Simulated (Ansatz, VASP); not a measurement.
# Mg3Te: VASP beside Ansatz

The input INCAR:

```
  PREC = Accurate
  ENCUT = 520
  EDIFF = 1E-7
  ISMEAR = 0
  SIGMA = 0.1
  LREAL = False
  LASPH = True
  NELM = 100
  ALGO = Fast
  ISIF = 2
  LWAVE = False
  LCHARG = True
  GGA = PE
  LELF = True
  LVHAR = True
  NBANDS = 14
```

Contents of KPOINTS:

```
Automatic mesh
0
Gamma
  14 14 14
```

Contents of POSCAR:

```
Mg3Te
1.0
   -2.1759430560      2.1759430560      4.8973946248
    2.1759430560     -2.1759430560      4.8973946248
    2.1759430560      2.1759430560     -4.8973946248
Mg Te
3 1
Direct
    0.5000000000      0.5000000000      0.0000000000
    0.7500000000      0.2500000000      0.5000000000
    0.2500000000      0.7500000000      0.5000000000
    0.0000000000      0.0000000000      0.0000000000
```

Input for Ansatz:

```yaml
crystal:
  lattice:
    - [-2.175943056, 2.175943056, 4.8973946248]
    - [2.175943056, -2.175943056, 4.8973946248]
    - [2.175943056, 2.175943056, -4.8973946248]
  atoms:
    - { symbol: Mg, position: [0.5, 0.5, 0.0] }
    - { symbol: Mg, position: [0.75, 0.25, 0.5] }
    - { symbol: Mg, position: [0.25, 0.75, 0.5] }
    - { symbol: Te, position: [0.0, 0.0, 0.0] }
basis:
  ecutwfc: 420
kpoints:
  mp_grid: { grid: [14, 14, 14] }
hamiltonian:
  xc: pbe
scf:
  occupations: { method: gaussian, width: 0.1 }
output:
  forces: true
  stress: true
  eigenvalues: true
```

Alike in both runs: task single point; functional PBE; k mesh 14 × 14 × 14; occupations gaussian, width 0.1 eV; no spin polarisation.

|  | VASP | Ansatz |
| --- | --- | --- |
| version | VASP 6.6.1 | Ansatz 0.2.0 |
| potentials or method | VASP PAW PBE potentials, release 64 (Mg, Te), cutoff 520 eV | scalar-relativistic, plane waves, PAW |
| valence electrons in the cell | 12 | 46 |

Ansatz gave:

| Item | Value |
| --- | --- |
| gap on the k mesh at the Fermi level (eV) | none |
| pressure (GPa) | 1.5 |
| traceless stress, the component that is largest in VASP (GPa) | 0.97 |

**Question.** What did VASP give for the same quantities?

**Answer.** gap on the k mesh at the Fermi level (eV): none; pressure (GPa): 1.4; traceless stress, the component that is largest in VASP (GPa): 0.96.

A gap of «none» marks a metal or a gap that the smearing closes. With one functional, cell and mesh, what is left measures potentials, basis and numerics. VASP's potentials hold 12 valence electrons a cell and Ansatz's 46, so a difference there can come from the potentials and not from the codes.

Spin-orbit coupling is off throughout.
